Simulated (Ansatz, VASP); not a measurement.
## One calculation of Al2Cu, two programs

INCAR

```
PREC     = Accurate       # precision mode
ENCUT    = 520            # plane-wave cutoff, eV
EDIFF    = 1E-6           # SCF threshold, eV
ISMEAR   = 0              # smearing method
SIGMA    = 0.15           # smearing width, eV
LREAL    = F              # projectors in reciprocal space
LASPH    = T              # aspherical terms in the spheres
NELM     = 100            # most SCF steps
ALGO     = Fast           # electronic algorithm
ISIF     = 2              # what is computed and relaxed
LWAVE    = F              # write WAVECAR
LCHARG   = F              # write CHGCAR
GGA      = PS             # functional
NBANDS   = 16             # bands
```

KPOINTS

```
regular mesh
0
Gamma
  12 12 16
```

The input POSCAR:

```
Al2Cu
1.0
    4.0229096136      0.0000000000      0.0000000000
    0.0000000000      4.0229096136      0.0000000000
    0.0000000000      0.0000000000      2.8463947513
Al Cu
2 1
Direct
    0.5000000000      0.0000000000      0.5000000000
    0.0000000000      0.5000000000      0.5000000000
    0.0000000000      0.0000000000      0.0000000000
```

Input for Ansatz:

```yaml
crystal:
  lattice:
    - [4.0229096136, 0.0, 0.0]
    - [0.0, 4.0229096136, 0.0]
    - [0.0, 0.0, 2.8463947513]
  atoms:
    - { symbol: Al, position: [0.5, 0.0, 0.5] }
    - { symbol: Al, position: [0.0, 0.5, 0.5] }
    - { symbol: Cu, position: [0.0, 0.0, 0.0] }
basis:
  ecutwfc: 420
kpoints:
  mp_grid: { grid: [12, 12, 16] }
hamiltonian:
  xc: pbesol
scf:
  occupations: { method: gaussian, width: 0.15 }
output:
  forces: true
  stress: true
  eigenvalues: true
```

Change from the starting cell: strain -0.015 along x and y, +0.000 along z, atoms carried along.

Alike in both runs: task single point; functional PBEsol; k mesh 12 × 12 × 16; occupations gaussian, width 0.15 eV; no spin polarisation.

|  | VASP | Ansatz |
| --- | --- | --- |
| version | VASP 6.6.1 | Ansatz 0.2.0 |
| potentials or method | VASP PAW PBE potentials, release 64 (Al, Cu), cutoff 520 eV | scalar-relativistic, plane waves, PAW |
| valence electrons in the cell | 17 | 25 |

Ansatz gave:

| Quantity | Value |
| --- | --- |
| gap on the k mesh at the Fermi level (eV) | none |
| pressure (GPa) | 3.3 |
| traceless stress, the component that is largest in VASP (GPa) | -1.59 |

Question: Estimate VASP's values.

Answer: gap on the k mesh at the Fermi level (eV): none; pressure (GPa): 3.4; traceless stress, the component that is largest in VASP (GPa): -1.57.

VASP's potentials were made for PBE, not for PBEsol. A gap of «none» marks a metal or a gap that the smearing closes. With one functional, cell and mesh, what is left measures potentials, basis and numerics. VASP's potentials hold 17 valence electrons a cell and Ansatz's 25, so a difference there can come from the potentials and not from the codes.
